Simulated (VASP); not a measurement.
# LiS3 (Cmcm) in VASP: further runs

LiS3 is run at these levels: PBE; tasks: single point.

Program: VASP 6.6.1. These are calculated values, not measurements. Logs are shortened: lines on timing, memory, paths and dates and some standing lists are left out, and cuts for length are marked.

## Step 1: The cell of the first run

The structure is orthorhombic, space group Cmcm (No. 63). The conventional cell has a = 6.549 Å, b = 9.789 Å, c = 4.421 Å, α = 90.00°, β = 90.00°, γ = 90.00°. Li (site symmetry m2m) has 12 S at 2.91 to 3.30 Å and 2 Li at 3.40 Å within 3.8 Å. S (site symmetry m2m) has 8 S at 2.73 to 2.99 Å and 4 Li at 2.91 to 3.30 Å within 3.6 Å. S (site symmetry m) has 7 S at 2.73 to 2.99 Å and 4 Li at 2.91 to 3.01 Å within 3.6 Å.

## Step 2: Single point, PBE

INCAR reads:

```
ALGO = Normal
EDIFF = 1E-7
ENCUT = 520
GGA = PE
ISIF = 2
ISMEAR = 0
LASPH = True
LCHARG = True
LELF = True
LREAL = False
LVHAR = True
LWAVE = False
NBANDS = 31
NELM = 60
PREC = Accurate
SIGMA = 0.1
```

KPOINTS reads:

```
k-points
0
Gamma
  4 4 4
```

POSCAR reads:

```
LiS3
1.0
    3.2743805664     -4.8942838903      0.0000000000
    3.2743805664      4.8942838903      0.0000000000
    0.0000000000      0.0000000000      4.4208517009
Li S
2 6
Direct
    0.6321000000      0.3679000000      0.2500000000
    0.3679000000      0.6321000000      0.7500000000
    0.1751000000      0.8249000000      0.2500000000
    0.8249000000      0.1751000000      0.7500000000
    0.1179000000      0.3079000000      0.2500000000
    0.8821000000      0.6921000000      0.7500000000
    0.3079000000      0.1179000000      0.7500000000
    0.6921000000      0.8821000000      0.2500000000
```

Potentials or basis: VASP PAW PBE potentials, release 64 (Li_sv, S).

Started as:

```
$ cat potpaw_PBE.64/Li_sv/POTCAR potpaw_PBE.64/S/POTCAR > POTCAR
$ mpirun -np 1 vasp_std > vasp.out
```

OUTCAR:

```text
EDIFF = 1E-7
   ENCUT = 520
   GGA = PE
   ISIF = 2
   ISMEAR = 0
   LASPH = True
   LREAL = False
   NELM = 60
   PREC = Accurate

 ion  position               nearest neighbor table
   1  0.632  0.368  0.250-
   2  0.368  0.632  0.750-
   3  0.175  0.825  0.250-   6 2.73   7 2.73   6 2.73   7 2.73
   4  0.825  0.175  0.750-   5 2.73   8 2.73   5 2.73   8 2.73
   5  0.118  0.308  0.250-   4 2.73   4 2.73   8 2.79
   6  0.882  0.692  0.750-   3 2.73   3 2.73   7 2.79
   7  0.308  0.118  0.750-   3 2.73   3 2.73   6 2.79
   8  0.692  0.882  0.250-   4 2.73   4 2.73   5 2.79

  LATTYP: Found a base centered orthorhombic cell.
 ALAT       =     6.5487611328
 B/A-ratio  =     1.4947205406
 C/A-ratio  =     0.6750668731

  Lattice vectors:

 A1 = (   3.2743805664,  -4.8942838903,   0.0000000000)
 A2 = (   3.2743805664,   4.8942838903,   0.0000000000)
 A3 = (   0.0000000000,   0.0000000000,   4.4208517009)

Analysis of symmetry for initial positions (statically):
=====================================================================
 Subroutine PRICEL returns:
 Original cell was already a primitive cell.

 Routine SETGRP: Setting up the symmetry group for a
 base centered orthorhombic supercell.

 Subroutine GETGRP returns: Found  8 space group operations
 (whereof  4 operations were pure point group operations)
 out of a pool of  8 trial point group operations.

The static configuration has the point symmetry C_2h.
 The point group associated with its full space group is D_2h.

Analysis of symmetry for dynamics (positions and initial velocities):
=====================================================================
 Subroutine PRICEL returns:
 Original cell was already a primitive cell.

 Routine SETGRP: Setting up the symmetry group for a
 base centered orthorhombic supercell.

 Subroutine GETGRP returns: Found  8 space group operations
 (whereof  4 operations were pure point group operations)
 out of a pool of  8 trial point group operations.

The dynamic configuration has the point symmetry C_2h.
 The point group associated with its full space group is D_2h.

[... 105 lines left out ...]
   NELM   =     60;   NELMIN=  2; NELMDL= -5     # of ELM steps
   EDIFF  = 0.1E-06   stopping-criterion for ELM
   LREAL  =      F    real-space projection
   EDIFFG = 0.1E-05   stopping-criterion for IOM
   NSW    =      0    number of steps for IOM
   IBRION =     -1    ionic relax: 0-MD 1-quasi-New 2-CG
   NFREE  =      0    steps in history (QN), initial steepest desc. (CG)
   ISIF   =      2    stress and relaxation
   ISYM   =      2    0-nonsym 1-usesym 2-fastsym
   POTIM  = 0.5000    time-step for ionic-motion
   TEBEG  =    0.0;   TEEND  =   0.0 temperature during run
   PSTRESS=    0.0 pullay stress
   NELECT =      42.0000    total number of electrons
   NUPDOWN=      -1.0000    fix difference up-down
   EMIN   =  10.00;   EMAX   =-10.00  energy-range for DOS
   EFERMI =   0.00;   METHOD = LEGACY
   ISMEAR =     0;   SIGMA  =   0.10  broadening in eV -4-tet -1-fermi 0-gaus
   EFERMI_NEDOS =   21; number of points for ismear=-14 and -15
   IALGO  =     38    algorithm
   IMIX   =      4    mixing-type and parameters
     AMIX     =   0.40;   BMIX     =  1.00
     AMIX_MAG =   1.60;   BMIX_MAG =  1.00
  volume/ion in A,a.u.               =      17.71       119.53
  Fermi-wavevector in a.u.,A,eV,Ry     =   1.091540  2.062712 16.210806  1.191461
  Thomas-Fermi vector in A             =   2.227788
   LORBIT       =      0    0 simple, 1 ext, 2 COOP (PROOUT), +10 PAW based schemes
   GGA     = PE    functional components
   LHFCALC =     F    Hartree Fock is set to
   AEXX    =    0.0000 exact exchange contribution
   IVDW    =     0    specifies the selected vdW correction
   LEPSILON=     F    determine dielectric tensor
   LRPA    =     F    only Hartree local field effects (RPA)
 non-spin polarized calculation
 Gauss-broadening in eV      SIGMA  =   0.10
  energy-cutoff  :      520.00
  volume of cell :      141.69
 maximum number of plane-waves:      3834
 NGX is ok and might be reduce to    48
   NGX = 21   NGY = 21   NGZ = 17

 number of electron      42.0000004 magnetization

 Free energy of the ion-electron system (eV)
  ---------------------------------------------------
  ext. energy  EPLUGINS =         0.00000000
  ---------------------------------------------------
  free energy    TOTEN  =       -25.69507575 eV

  energy without entropy =      -25.66128352  energy(sigma->0) =      -25.67817963

 E-fermi :   4.6806     XC(G=0):  -9.6826

 val. band max:        4.6644580740   @ k =  -0.2500   0.2500   0.5000
 cond. band min:       4.6865689603   @ k =  -0.2500   0.2500   0.2500
 fundamental gap:      0.0221108862
 Fermi energy:         4.6805886345

 k-point     1 :       0.0000    0.0000    0.0000
  band No.  band energies     occupation
      1     -41.7650      2.00000
      2     -41.7632      2.00000
      3     -10.5217      2.00000
      4      -8.3471      2.00000
      5      -7.8367      2.00000
      6      -6.8824      2.00000
[... 703 lines left out ...]
     30      10.5161      0.00000
     31      11.7308      0.00000

------------------------ aborting loop because EDIFF is reached ----------------------------------------

  FORCE on cell =-STRESS in cart. coord.  units (eV):
  Direction    XX          YY          ZZ          XY          YZ          ZX
  --------------------------------------------------------------------------------------
  -------------------------------------------------------------------------------------
  Total       -2.7797451     -2.9127749     -4.8891726      0.0000000      0.0000000      0.0000000
  in kB      -31.4312244    -32.9354240    -55.2830119      0.0000000      0.0000000      0.0000000
  external PRESSURE =     -39.8832201 kB  Pullay stress =       0.0000000 kB

 VOLUME and BASIS-vectors are now :
 -----------------------------------------------------------------------------
  energy-cutoff  :      520.00
  volume of cell :      141.69
      direct lattice vectors                 reciprocal lattice vectors
     3.274380566 -4.894283890  0.000000000     0.152700638 -0.102159991  0.000000000
     3.274380566  4.894283890  0.000000000     0.152700638  0.102159991  0.000000000
     0.000000000  0.000000000  4.420851701     0.000000000  0.000000000  0.226200757

 POSITION                                       TOTAL-FORCE (eV/Angst)
 -----------------------------------------------------------------------------------
      3.27438     -1.29307      1.10521        -0.000000      0.006900     -0.000000
      3.27438      1.29307      3.31564        -0.000000     -0.006900      0.000000
      3.27438      3.18031      1.10521        -0.000000     -0.426964     -0.000000
      3.27438     -3.18031      3.31564        -0.000000      0.426964      0.000000
      1.39423      0.92991      1.10521         0.334927      0.146315     -0.000000
      5.15453     -0.92991      3.31564        -0.334927     -0.146315      0.000000
      1.39423     -0.92991      3.31564         0.334927     -0.146315      0.000000
      5.15453      0.92991      1.10521        -0.334927      0.146315     -0.000000
 -----------------------------------------------------------------------------------
    total drift:                                0.000000     -0.000000     -0.000000

  FREE ENERGIE OF THE ION-ELECTRON SYSTEM (eV)
  ---------------------------------------------------
  free  energy   TOTEN  =       -25.6950757480 eV

  energy  without entropy=      -25.6612835168  energy(sigma->0) =      -25.67817963
```

Wall time 70 s (1 thread of Intel Xeon 6975P-C (Granite Rapids), shared host); peak memory 0.29 GiB.

Results:

```yaml
Free_energy: -25.6951 eV
Largest_force: 0.427 eV/Å
Band_gap_on_the_k_mesh: zero (bands 21 and 22 overlap by 1.11 eV)
```

Forces in eV/Å, atoms in the order of the input:
```
Li   0.000  0.007  0.000
Li   0.000 -0.007  0.000
S    0.000 -0.427  0.000
S    0.000  0.427  0.000
S    0.335  0.146  0.000
S   -0.335 -0.146  0.000
S    0.335 -0.146  0.000
S   -0.335  0.146  0.000
```

Levels at points of the mesh, in eV from the Fermi level:
```tsv
k point	band 17	band 18	band 19	band 20	band 21	band 22	band 23	band 24	band 25	band 26
(0.00, 0.00, 0.00)	-2.10	-1.71	-1.04	0.09	0.41	0.61	0.69	0.85	1.16	1.80
(0.50, 0.00, 0.00)	-2.40	-1.65	-1.26	-1.15	-1.00	0.04	0.45	0.54	1.46	1.71
(0.50, 0.50, 0.00)	-1.61	-1.56	-1.36	-1.03	-0.96	-0.27	-0.22	-0.19	0.92	2.18
(0.00, 0.00, 0.50)	-0.56	-0.56	0.43	0.43	0.70	0.70	0.95	0.95	1.33	1.33
(0.50, 0.00, 0.50)	-1.56	-1.56	-1.11	-1.11	0.53	0.53	0.93	0.93	1.54	1.54
(0.50, 0.50, 0.50)	-2.20	-2.20	-0.68	-0.68	0.01	0.01	0.63	0.63	1.51	1.51
```

Caveat: the cutoff is under 1.25 times the usual one of these potentials, so pressure, stress and relaxed cells hold a basis-set (Pulay) error.

(Part 1 of 2 ends here.)

The gap in the log of VASP goes by the Fermi energy; the results here count the filled bands.